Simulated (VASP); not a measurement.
# WS2 (R3m) in VASP: a series of runs, part 2 of 2

VASP 6.6.1. Earlier steps stand in the parts before.

## 3. Electric field gradients, LDA (17.92 Å³/atom)

This run uses another cell than the first one, of 17.92 Å³/atom.

INCAR

```
SYSTEM = WS2
PREC = Accurate
ENCUT = 520
EDIFF = 1E-8
ISMEAR = -1
SIGMA = 0.08
LREAL = .FALSE.
LASPH = .TRUE.
NELM = 100
ALGO = Normal
ISIF = 2
LWAVE = .FALSE.
LCHARG = .FALSE.
LEFG = .TRUE.
NBANDS = 20
```

KPOINTS

```
regular mesh
0
G
  13 13 13
  0 0 0
```

POSCAR

```
WS2
1.0
    1.5842462713      0.9146650112      6.1838063298
   -1.5842462713      0.9146650112      6.1838063298
    0.0000000000     -1.8293300223      6.1838063298
W S
1 2
Direct
    0.0000000000      0.0000000000      0.0000000000
    0.7503000000      0.7503000000      0.7503000000
    0.5810000000      0.5810000000      0.5810000000
```

Potentials or basis: VASP PAW LDA potentials, release 64 (W_sv, S).

Started as:

```
$ cat potpaw_LDA.64/W_sv/POTCAR potpaw_LDA.64/S/POTCAR > POTCAR
$ mpirun -np 1 vasp_std > vasp.out
```

OUTCAR:

```text
SYSTEM = WS2
   PREC = Accurate
   ENCUT = 520
   EDIFF = 1E-8
   ISMEAR = -1
   LREAL = .FALSE.
   LASPH = .TRUE.
   NELM = 100
   ISIF = 2

 ion  position               nearest neighbor table
   1  0.000  0.000  0.000-   2 2.40   2 2.40   2 2.40   3 2.42   3 2.42   3 2.42
   2  0.750  0.750  0.750-   1 2.40   1 2.40   1 2.40
   3  0.581  0.581  0.581-   1 2.42   1 2.42   1 2.42

  LATTYP: Found a trigonal (rhomboedric) cell.
 ALAT       =     6.4487137520
 COS(alpha) =     0.8792939096

  Lattice vectors:

 A1 = (   1.5842462713,   0.9146650112,   6.1838063298)
 A2 = (  -1.5842462713,   0.9146650112,   6.1838063298)
 A3 = (   0.0000000000,  -1.8293300223,   6.1838063298)

Analysis of symmetry for initial positions (statically):
=====================================================================
 Subroutine PRICEL returns:
 Original cell was already a primitive cell.

 Routine SETGRP: Setting up the symmetry group for a
 trigonal (rhombohedral) supercell.

 Subroutine GETGRP returns: Found  6 space group operations
 (whereof  6 operations were pure point group operations)
 out of a pool of 12 trial point group operations.

The static configuration has the point symmetry C_3v.

Analysis of symmetry for dynamics (positions and initial velocities):
=====================================================================
 Subroutine PRICEL returns:
 Original cell was already a primitive cell.

 Routine SETGRP: Setting up the symmetry group for a
 trigonal (rhombohedral) supercell.

 Subroutine GETGRP returns: Found  6 space group operations
 (whereof  6 operations were pure point group operations)
 out of a pool of 12 trial point group operations.

The dynamic configuration has the point symmetry C_3v.

 Subroutine INISYM returns: Found  6 space group operations
 (whereof  6 operations are pure point group operations),
 and found     1 'primitive' translations

----------------------------------------------------------------------------------------

                                     Primitive cell

  volume of cell :      53.7640

  direct lattice vectors                    reciprocal lattice vectors
     1.584246271  0.914665011  6.183806330     0.315607497  0.182216073  0.053904232
    -1.584246271  0.914665011  6.183806330    -0.315607497  0.182216073  0.053904232
     0.000000000 -1.829330022  6.183806330     0.000000000 -0.364432146  0.053904232

  length of vectors
     6.448713752  6.448713752  6.448713752     0.368397144  0.368397144  0.368397144

  position of ions in fractional coordinates (direct lattice)
     0.000000000  0.000000000  0.000000000
     0.750300000  0.750300000  0.750300000
     0.581000000  0.581000000  0.581000000

  ion indices of the primitive-cell ions
   primitive index   ion index
                 1           1
                 2           2
                 3           3
[... 77 lines left out ...]
   NFREE  =      0    steps in history (QN), initial steepest desc. (CG)
   ISIF   =      2    stress and relaxation
   ISYM   =      2    0-nonsym 1-usesym 2-fastsym
   POTIM  = 0.5000    time-step for ionic-motion
   TEBEG  =    0.0;   TEEND  =   0.0 temperature during run
   PSTRESS=    0.0 pullay stress
   NELECT =      26.0000    total number of electrons
   NUPDOWN=      -1.0000    fix difference up-down
   EMIN   =  10.00;   EMAX   =-10.00  energy-range for DOS
   EFERMI =   0.00;   METHOD = LEGACY
   ISMEAR =    -1;   SIGMA  =   0.08  broadening in eV -4-tet -1-fermi 0-gaus
   EFERMI_NEDOS =   21; number of points for ismear=-14 and -15
   IALGO  =     38    algorithm
   IMIX   =      4    mixing-type and parameters
     AMIX     =   0.40;   BMIX     =  1.00
     AMIX_MAG =   1.60;   BMIX_MAG =  1.00
  volume/ion in A,a.u.               =      17.92       120.94
  Fermi-wavevector in a.u.,A,eV,Ry     =   1.284997  2.428291 22.466162  1.651216
  Thomas-Fermi vector in A             =   2.417157
   LORBIT       =      0    0 simple, 1 ext, 2 COOP (PROOUT), +10 PAW based schemes
   GGA     = CA    functional components
   LHFCALC =     F    Hartree Fock is set to
   AEXX    =    0.0000 exact exchange contribution
   IVDW    =     0    specifies the selected vdW correction
   LEPSILON=     F    determine dielectric tensor
   LRPA    =     F    only Hartree local field effects (RPA)
 non-spin polarized calculation
  energy-cutoff  :      520.00
  volume of cell :       53.76
 maximum number of plane-waves:      1464
   NGX = 23   NGY = 23   NGZ = 23

 number of electron      26.0000001 magnetization

 Free energy of the ion-electron system (eV)
  ---------------------------------------------------
  ext. energy  EPLUGINS =         0.00000000
  ---------------------------------------------------
  free energy    TOTEN  =       -26.22825598 eV

  energy without entropy =      -26.22821962  energy(sigma->0) =      -26.22823780

 E-fermi :   7.6237     XC(G=0): -11.1901

 val. band max:        7.2054603678   @ k =   0.4615   0.4615   0.4615
 cond. band min:       8.2123908368   @ k =  -0.1538   0.1538   0.0000
 fundamental gap:      1.0069304691
 Fermi energy:         7.6237316707

 k-point     1 :       0.0000    0.0000    0.0000
  band No.  band energies     occupation
      1     -66.9874      2.00000
      2     -31.5066      2.00000
      3     -31.3274      2.00000
      4     -31.3274      2.00000
      5      -8.2857      2.00000
      6      -6.3087      2.00000
[... 541 lines left out ...]
     19      14.8991      0.00000
     20      15.4739      0.00000

 [... further k-points ...]

------------------------ aborting loop because EDIFF is reached ----------------------------------------

  FORCE on cell =-STRESS in cart. coord.  units (eV):
  Direction    XX          YY          ZZ          XY          YZ          ZX
  --------------------------------------------------------------------------------------
  -------------------------------------------------------------------------------------
  Total       -1.6664731     -1.6664731     -1.5566423      0.0000000     -0.0000000     -0.0000000
  in kB      -49.6611751    -49.6611751    -46.3882013      0.0000000     -0.0000000     -0.0000000
  external PRESSURE =     -48.5701838 kB  Pullay stress =       0.0000000 kB

 VOLUME and BASIS-vectors are now :
 -----------------------------------------------------------------------------
  energy-cutoff  :      520.00
  volume of cell :       53.76
      direct lattice vectors                 reciprocal lattice vectors
     1.584246271  0.914665011  6.183806330     0.315607497  0.182216073  0.053904232
    -1.584246271  0.914665011  6.183806330    -0.315607497  0.182216073  0.053904232
     0.000000000 -1.829330022  6.183806330     0.000000000 -0.364432146  0.053904232

 POSITION                                       TOTAL-FORCE (eV/Angst)
 -----------------------------------------------------------------------------------
      0.00000      0.00000      0.00000         0.000000     -0.000000     -0.573606
      0.00000      0.00000     13.91913         0.000000     -0.000000     -0.110882
      0.00000      0.00000     10.77837         0.000000      0.000000      0.684488
 -----------------------------------------------------------------------------------
    total drift:                                0.000000      0.000000      0.000073

  FREE ENERGIE OF THE ION-ELECTRON SYSTEM (eV)
  ---------------------------------------------------
  free  energy   TOTEN  =       -26.2282559848 eV

  energy  without entropy=      -26.2282196163  energy(sigma->0) =      -26.22823780

 Electric field gradients (V/A^2)
---------------------------------------------------------------------
 ion       V_xx      V_yy      V_zz      V_xy      V_xz      V_yz
---------------------------------------------------------------------
   1      78.387    78.387  -156.774     0.000     0.000    -0.000
   2      24.567    24.567   -49.135     0.000    -0.000    -0.000
   3      20.692    20.692   -41.385    -0.000     0.000    -0.000
---------------------------------------------------------------------

 Electric field gradients after diagonalization (V/A^2)
 (convention: |V_zz| > |V_xx| > |V_yy|)
----------------------------------------------------------------------
 ion       V_xx      V_yy      V_zz     asymmetry (V_yy - V_xx)/ V_zz
----------------------------------------------------------------------
   1      78.387    78.387  -156.774       0.000
   2      24.567    24.567   -49.135       0.000
   3      20.692    20.692   -41.385       0.000
----------------------------------------------------------------------

           NMR quadrupolar parameters

 Cq : quadrupolar parameter    Cq=e*Q*V_zz/h
 eta: asymmetry parameters     (V_yy - V_xx)/ V_zz
 Q  : nuclear electric quadrupole moment in mb (millibarn)
----------------------------------------------------------------------
 ion       Cq(MHz)       eta       Q (mb)
----------------------------------------------------------------------
   1      -0.379       0.000       1.000
   2      -0.119       0.000       1.000
   3      -0.100       0.000       1.000
----------------------------------------------------------------------
```

Run time: 7.1 min. Hardware: 1 thread of AMD EPYC 9R45 (Zen 5), shared host; peak memory 0.39 GiB.

Results:

| Property | Result |
| --- | --- |
| Free energy | -26.2283 eV |
| Pressure | -4.9 GPa |
| Largest force | 0.684 eV/Å |
| Band gap on the k mesh | 1.01 eV (least direct gap 2.07 eV) |
| Largest electric field gradient by atom | W -156.8; S -49.1, -41.4 V/Å² |

Forces on the atoms (eV/Å):
```
W    0.000  0.000 -0.574
S    0.000  0.000 -0.111
S    0.000  0.000  0.684
```

Stress tensor (GPa, compression positive):
```
-4.97  0.00  0.00
 0.00 -4.97  0.00
 0.00  0.00 -4.64
```

Levels at points of the mesh, in eV from the valence-band top:
```tsv
k point	band 9	band 10	band 11	band 12	band 13	band 14	band 15	band 16	band 17	band 18
(0.00, 0.00, 0.00)	-3.49	-2.26	-2.26	-1.52	-1.21	2.17	2.17	2.52	2.52	4.61
```

Electric field gradients, principal values (V/Å²):
```
atom   least  middle  greatest (by size)
 1 W  78.387  78.387            -156.774
 2 S  24.567  24.567             -49.135
 3 S  20.692  20.692             -41.385
```

Caveat: the cell stands under tension; without QUAD_EFG the Cq values of the log hold for a quadrupole moment of 1 mb, not for the nuclei; spin-orbit coupling is left out, which moves the levels of the heavy elements.
